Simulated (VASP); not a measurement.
A run of VASP 6.6.1 is set up as follows.

The input INCAR:

```
SYSTEM = Bi
ALGO = Normal
EDIFF = 1E-7
ENCUT = 520
GGA = PE
ISIF = 2
ISMEAR = -1
LASPH = .TRUE.
LCHARG = .FALSE.
LREAL = .FALSE.
LWAVE = .FALSE.
NBANDS = 14
NELM = 80
PREC = Accurate
SIGMA = 0.06122561905347299
```

Contents of KPOINTS:

```
k-points
0
G
  17 17 17
  0 0 0
```

POSCAR

```
Bi
1.0
    3.2767648550      0.0000000000      0.0000000000
    0.0000000000      3.2767648550      0.0000000000
    0.0000000000      0.0000000000      3.2767648550
Bi
1
Direct
    0.0000000000      0.0000000000      0.0000000000
```

Potentials or basis: VASP PAW PBE potentials, release 64 (Bi_d).

Launch:

```console
$ cat potpaw_PBE.64/Bi_d/POTCAR > POTCAR
$ mpirun -np 1 vasp_std > vasp.out
```

Task: Predict the pressure.

Result: -0.1 GPa.

Task: What does it give for the band gap on the k mesh?

Result: Zero (an odd number of electrons rules out a gap without spin polarisation).

Caveat: spin-orbit coupling is left out, which moves the levels of the heavy elements.
